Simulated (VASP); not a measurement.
Runs of VASP 6.6.1 on CoO. The structure is cubic, space group Fm-3m (No. 225). The conventional cell has a = 4.263 Å, b = 4.263 Å, c = 4.263 Å, α = 90.00°, β = 90.00°, γ = 90.00°. Co (site symmetry m-3m) has 6 O at 2.13 Å within 2.8 Å. Within 2.8 Å of O (site symmetry m-3m) lie 6 Co at 2.13 Å. 

```csv
smearing,gap on the mesh (eV),pressure (GPa),moment (μB)
fermi-dirac 0.5 eV,none,-2.1,2.18
fermi-dirac 0.3 eV,none,(b),2.63
fermi-dirac 0.2 eV,none,(c),2.74
fermi-dirac 0.1 eV,none,-2.5,(a)
```

Alike in all rows: task single point; level PBE; potentials or basis VASP PAW PBE potentials, release 64 (Co, O); spin collinear, ferromagnetic start; cell as given; k mesh 10 × 10 × 10; cutoff (eV) 600.

**Question.** Estimate the missing entries.

**Answer.** (a) 2.85; (b) -3.1; (c) -3.0.

Caveats: a cell with one magnetic atom can't hold antiferromagnetic order, which such compounds often take; semilocal functionals often make such compounds metallic where correlation or magnetic order opens a gap, which also shifts bond lengths.

A gap of «none» marks levels without a gap at the run's occupations.
